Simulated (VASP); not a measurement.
# AlGa3N4 (P-43m) in VASP: single point with PBEsol

Aim: the single point of AlGa3N4 with PBEsol.

Program: VASP 6.6.1. These are calculated values, not measurements. Logs are shortened: lines on timing, memory, paths and dates and some standing lists are left out, and cuts for length are marked.

### 1 The cell of the first run

Symmetry: P-43m, No. 215, cubic system. The conventional cell has a = 4.468 Å, b = 4.468 Å, c = 4.468 Å, α = 90.00°, β = 90.00°, γ = 90.00°. Al (site symmetry -43m) has 4 N at 1.90 Å within 2.5 Å. Within 2.6 Å of Ga (site symmetry -42m) lie 4 N at 1.95 Å. N (site symmetry 3m) has 1 Al at 1.90 Å and 3 Ga at 1.95 Å within 2.5 Å.

### 2 Single point, PBEsol

File INCAR:

```
SYSTEM = AlGa3N4
PREC     = Accurate       ! precision mode
ENCUT    = 520            ! plane-wave cutoff, eV
EDIFF    = 1E-6           ! SCF threshold, eV
ISMEAR   = 0              ! smearing method
SIGMA    = 0.05           ! smearing width, eV
LREAL    = .FALSE.        ! projectors in reciprocal space
LASPH    = .TRUE.         ! aspherical terms in the spheres
NELM     = 80             ! most SCF steps
ALGO     = Normal         ! electronic algorithm
ISIF     = 2              ! what is computed and relaxed
LWAVE    = .FALSE.        ! write WAVECAR
LCHARG   = .FALSE.        ! write CHGCAR
GGA      = PS             ! functional
NBANDS   = 41             ! bands
```

File KPOINTS:

```
Automatic mesh
0
G
  6 6 6
  0 0 0
```

File POSCAR:

```
AlGa3N4
1.0
    4.4676279205      0.0000000000      0.0000000000
    0.0000000000      4.4676279205      0.0000000000
    0.0000000000      0.0000000000      4.4676279205
Al Ga N
1 3 4
Direct
   -0.0000013945     -0.0000006309     -0.0000001438
    0.4999998739      0.5000011874     -0.0000015090
    0.4999994749      0.0000003563      0.4999995970
    0.0000014840      0.4999989326      0.5000012394
    0.7550427514      0.7550409108      0.2449609478
    0.7550413459      0.2449576205      0.7550418715
    0.2449580962      0.7550435040      0.7550415999
    0.2449583681      0.2449581191      0.2449563972
```

Potentials or basis: VASP PAW PBE potentials, release 64 (Al, Ga_d, N).

Command:

```
> cat potpaw_PBE.64/Al/POTCAR potpaw_PBE.64/Ga_d/POTCAR potpaw_PBE.64/N/POTCAR > POTCAR
> mpirun -np 1 vasp_std > vasp.out
```

OUTCAR:

```text
SYSTEM = AlGa3N4
   PREC = Accurate
   ENCUT = 520
   EDIFF = 1E-6
   ISMEAR = 0
   LREAL = .FALSE.
   LASPH = .TRUE.
   NELM = 80
   ISIF = 2
   GGA = PS

 ion  position               nearest neighbor table
   1  1.000  1.000  1.000-   6 1.90   7 1.90   8 1.90   5 1.90
   2  0.500  0.500  1.000-   7 1.95   6 1.95   8 1.95   5 1.95
   3  0.500  0.000  0.500-   7 1.95   5 1.95   6 1.95   8 1.95
   4  0.000  0.500  0.500-   5 1.95   7 1.95   6 1.95   8 1.95
   5  0.755  0.755  0.245-   1 1.90   4 1.95   3 1.95   2 1.95
   6  0.755  0.245  0.755-   1 1.90   3 1.95   2 1.95   4 1.95
   7  0.245  0.755  0.755-   1 1.90   3 1.95   2 1.95   4 1.95
   8  0.245  0.245  0.245-   1 1.90   3 1.95   2 1.95   4 1.95

  LATTYP: Found a simple cubic cell.
 ALAT       =     4.4676279205

  Lattice vectors:

 A1 = (   4.4676279205,   0.0000000000,   0.0000000000)
 A2 = (   0.0000000000,   4.4676279205,   0.0000000000)
 A3 = (   0.0000000000,   0.0000000000,   4.4676279205)

Analysis of symmetry for initial positions (statically):
=====================================================================
 Subroutine PRICEL returns:
 Original cell was already a primitive cell.

 Routine SETGRP: Setting up the symmetry group for a
 simple cubic supercell.

 Subroutine GETGRP returns: Found 24 space group operations
 (whereof 24 operations were pure point group operations)
 out of a pool of 48 trial point group operations.

The static configuration has the point symmetry T_d .

Analysis of symmetry for dynamics (positions and initial velocities):
=====================================================================
 Subroutine PRICEL returns:
 Original cell was already a primitive cell.

 Routine SETGRP: Setting up the symmetry group for a
 simple cubic supercell.

 Subroutine GETGRP returns: Found 24 space group operations
 (whereof 24 operations were pure point group operations)
 out of a pool of 48 trial point group operations.

The dynamic configuration has the point symmetry T_d .

 Subroutine INISYM returns: Found 24 space group operations
 (whereof 24 operations are pure point group operations),
 and found     1 'primitive' translations

----------------------------------------------------------------------------------------

                                     Primitive cell

  volume of cell :      89.1725

  direct lattice vectors                    reciprocal lattice vectors
     4.467627921  0.000000000  0.000000000     0.223832427  0.000000000  0.000000000
     0.000000000  4.467627921  0.000000000     0.000000000  0.223832427  0.000000000
     0.000000000  0.000000000  4.467627921     0.000000000  0.000000000  0.223832427

  length of vectors
     4.467627921  4.467627921  4.467627921     0.223832427  0.223832427  0.223832427

  position of ions in fractional coordinates (direct lattice)
     0.999998605  0.999999369  0.999999856
     0.499999874  0.500001187  0.999998491
     0.499999475  0.000000356  0.499999597
     0.000001484  0.499998933  0.500001239
     0.755042751  0.755040911  0.244960948
     0.755041346  0.244957621  0.755041871
     0.244958096  0.755043504  0.755041600
     0.244958368  0.244958119  0.244956397

  ion indices of the primitive-cell ions
   primitive index   ion index
                 1           1
                 2           2
                 3           3
                 4           4
                 5           5
                 6           6
                 7           7
                 8           8

----------------------------------------------------------------------------------------

 KPOINTS: Automatic mesh

Automatic generation of k-mesh.
 Grid dimensions read from file:
 generate k-points for:    6    6    6

 Generating k-lattice:

  Cartesian coordinates                     Fractional coordinates (reciprocal lattice)
     0.037305404  0.000000000  0.000000000     0.166666667  0.000000000  0.000000000
     0.000000000  0.037305404  0.000000000     0.000000000  0.166666667  0.000000000
     0.000000000  0.000000000  0.037305404     0.000000000  0.000000000  0.166666667

  Length of vectors
     0.037305404  0.037305404  0.037305404

  Shift w.r.t. Gamma in fractional coordinates (k-lattice)
     0.000000000  0.000000000  0.000000000

 Subroutine IBZKPT returns following result:
 ===========================================

 Found     20 irreducible k-points:

 Following reciprocal coordinates:
            Coordinates               Weight
  0.000000  0.000000  0.000000      1.000000
  0.166667  0.000000  0.000000      6.000000
  0.333333  0.000000  0.000000      6.000000
  0.500000  0.000000  0.000000      3.000000
  0.166667  0.166667  0.000000     12.000000
  0.333333  0.166667  0.000000     24.000000
[... 12 lines left out ...]
  0.500000  0.500000  0.333333      6.000000
  0.500000  0.500000  0.500000      1.000000
   k-points           NKPTS =     20   k-points in BZ     NKDIM =     20   number of bands    NBANDS=     41
   number of dos      NEDOS =    301   number of ions     NIONS =      8
   total plane-waves  NPLWV =  46656
   dimension x,y,z NGX =    36 NGY =   36 NGZ =   36
   dimension x,y,z NGXF=    72 NGYF=   72 NGZF=   72
   ions per type =               1   3   4
   NGX,Y,Z   is equivalent  to a cutoff of  13.40, 13.40, 13.40 a.u.
   NGXF,Y,Z  is equivalent  to a cutoff of  26.79, 26.79, 26.79 a.u.
 SYSTEM =  AlGa3N4
   PREC   = accura    normal or accurate (medium, high low for compatibility)
   ISTART =      0    job   : 0-new  1-cont  2-samecut
   ICHARG =      2    charge: 1-file 2-atom 10-const
   ISPIN  =      1    spin polarized calculation?
   LNONCOLLINEAR =      F non collinear calculations
   LSORBIT =      F    spin-orbit coupling
   LASPH  =      T    aspherical Exc in radial PAW
   ENCUT  =  520.0 eV  38.22 Ry    6.18 a.u.   8.31  8.31  8.31*2*pi/ulx,y,z
   NELM   =     80;   NELMIN=  2; NELMDL= -5     # of ELM steps
   EDIFF  = 0.1E-05   stopping-criterion for ELM
   LREAL  =      F    real-space projection
   EDIFFG = 0.1E-04   stopping-criterion for IOM
   NSW    =      0    number of steps for IOM
   IBRION =     -1    ionic relax: 0-MD 1-quasi-New 2-CG
   NFREE  =      0    steps in history (QN), initial steepest desc. (CG)
   ISIF   =      2    stress and relaxation
   ISYM   =      2    0-nonsym 1-usesym 2-fastsym
   POTIM  = 0.5000    time-step for ionic-motion
   TEBEG  =    0.0;   TEEND  =   0.0 temperature during run
   PSTRESS=    0.0 pullay stress
   NELECT =      62.0000    total number of electrons
   NUPDOWN=      -1.0000    fix difference up-down
   EMIN   =  10.00;   EMAX   =-10.00  energy-range for DOS
   EFERMI =   0.00;   METHOD = LEGACY
   ISMEAR =     0;   SIGMA  =   0.05  broadening in eV -4-tet -1-fermi 0-gaus
   EFERMI_NEDOS =   21; number of points for ismear=-14 and -15
   IALGO  =     38    algorithm
   IMIX   =      4    mixing-type and parameters
     AMIX     =   0.40;   BMIX     =  1.00
     AMIX_MAG =   1.60;   BMIX_MAG =  1.00
  volume/ion in A,a.u.               =      11.15        75.22
  Fermi-wavevector in a.u.,A,eV,Ry     =   1.450313  2.740694 28.618599  2.103408
  Thomas-Fermi vector in A             =   2.567939
   LORBIT       =      0    0 simple, 1 ext, 2 COOP (PROOUT), +10 PAW based schemes
   GGA     = PS    functional components
   LHFCALC =     F    Hartree Fock is set to
   AEXX    =    0.0000 exact exchange contribution
   IVDW    =     0    specifies the selected vdW correction
   LEPSILON=     F    determine dielectric tensor
   LRPA    =     F    only Hartree local field effects (RPA)
 non-spin polarized calculation
 Gauss-broadening in eV      SIGMA  =   0.05
  energy-cutoff  :      520.00
  volume of cell :       89.17
 maximum number of plane-waves:      2469
 NGX is ok and might be reduce to    36
   NGX = 17   NGY = 17   NGZ = 17

 number of electron      61.9999964 magnetization

 Free energy of the ion-electron system (eV)
  ---------------------------------------------------
  ext. energy  EPLUGINS =         0.00000000
  ---------------------------------------------------
  free energy    TOTEN  =       -54.96760654 eV

  energy without entropy =      -54.96760654  energy(sigma->0) =      -54.96760654

 E-fermi :   5.5266     XC(G=0): -11.7433

 val. band max:        5.3146855057   @ k =   0.0000   0.0000   0.0000
 cond. band min:       7.6241448349   @ k =   0.0000   0.0000   0.0000
 fundamental gap:      2.3094593292
 Fermi energy:         5.5266426648

 k-point     1 :       0.0000    0.0000    0.0000
  band No.  band energies     occupation
      1     -10.3709      2.00000
      2      -9.0713      2.00000
      3      -9.0712      2.00000
      4      -9.0712      2.00000
      5      -7.7983      2.00000
      6      -7.7770      2.00000
[... 33 lines left out ...]
     40      16.0779      0.00000
     41      16.0780      0.00000

 k-point     2 :       0.1667    0.0000    0.0000
  band No.  band energies     occupation
      1     -10.2575      2.00000
      2      -9.1096      2.00000
      3      -9.0729      2.00000
      4      -9.0728      2.00000
      5      -7.7934      2.00000
      6      -7.7738      2.00000
[... 33 lines left out ...]
     40      16.2930      0.00000
     41      16.3032      0.00000

 k-point     3 :       0.3333    0.0000    0.0000
  band No.  band energies     occupation
      1      -9.9528      2.00000
      2      -9.2528      2.00000
      3      -9.0762      2.00000
      4      -9.0762      2.00000
      5      -7.7628      2.00000
      6      -7.7587      2.00000
[... 699 lines left out ...]
      2      -9.2277      2.00000
      3      -9.2276      2.00000
      4      -9.2160      2.00000
      5      -7.7816      2.00000
      6      -7.7816      2.00000
[... 33 lines left out ...]
     40      15.5210      0.00000
     41      15.5733      0.00000

 k-point    20 :       0.5000    0.5000    0.5000
  band No.  band energies     occupation
      1      -9.4161      2.00000
      2      -9.2238      2.00000
      3      -9.2238      2.00000
      4      -9.2237      2.00000
      5      -7.7857      2.00000
      6      -7.7857      2.00000
[... 33 lines left out ...]
     40      15.2192      0.00000
     41      15.2192      0.00000

------------------------ aborting loop because EDIFF is reached ----------------------------------------

  FORCE on cell =-STRESS in cart. coord.  units (eV):
  Direction    XX          YY          ZZ          XY          YZ          ZX
  --------------------------------------------------------------------------------------
  -------------------------------------------------------------------------------------
  Total       -0.0982722     -0.0982722     -0.0982722     -0.0000000     -0.0000000      0.0000000
  in kB       -1.7656738     -1.7656738     -1.7656738     -0.0000000     -0.0000000      0.0000000
  external PRESSURE =      -1.7656738 kB  Pullay stress =       0.0000000 kB

 VOLUME and BASIS-vectors are now :
 -----------------------------------------------------------------------------
  energy-cutoff  :      520.00
  volume of cell :       89.17
      direct lattice vectors                 reciprocal lattice vectors
     4.467627921  0.000000000  0.000000000     0.223832427  0.000000000  0.000000000
     0.000000000  4.467627921  0.000000000     0.000000000  0.223832427  0.000000000
     0.000000000  0.000000000  4.467627921     0.000000000  0.000000000  0.223832427

 POSITION                                       TOTAL-FORCE (eV/Angst)
 -----------------------------------------------------------------------------------
      4.46762      4.46763      4.46763        -0.000000      0.000000      0.000000
      2.23381      2.23382      4.46762        -0.000000      0.000000      0.000000
      2.23381      0.00000      2.23381        -0.000000      0.000000      0.000000
      0.00001      2.23381      2.23382        -0.000000      0.000000      0.000000
      3.37325      3.37324      1.09439        -0.006146     -0.006146      0.006146
      3.37324      1.09438      3.37325        -0.006146      0.006146     -0.006146
      1.09438      3.37325      3.37324         0.006146     -0.006146     -0.006146
      1.09438      1.09438      1.09437         0.006146      0.006146      0.006146
 -----------------------------------------------------------------------------------
    total drift:                               -0.000742     -0.000197     -0.002661

  FREE ENERGIE OF THE ION-ELECTRON SYSTEM (eV)
  ---------------------------------------------------
  free  energy   TOTEN  =       -54.9676065380 eV

  energy  without entropy=      -54.9676065380  energy(sigma->0) =      -54.96760654
```

Wall time 74 s (1 thread of Intel Xeon Platinum 8259CL at 2.50GHz (Skylake/Cascade Lake), shared host); peak memory 0.22 GiB.

Results:

- Free energy: -54.9676 eV
- Pressure: -0.2 GPa
- Largest force: 0.011 eV/Å
- Band gap on the k mesh: 2.31 eV

Forces on the atoms (eV/Å):
```
Al   0.000  0.000  0.000
Ga   0.000  0.000  0.000
Ga   0.000  0.000  0.000
Ga   0.000  0.000  0.000
N   -0.006 -0.006  0.006
N   -0.006  0.006 -0.006
N    0.006 -0.006 -0.006
N    0.006  0.006  0.006
```

Caveat: the PAW data sets were made with another functional, which shifts forces and pressure a little.
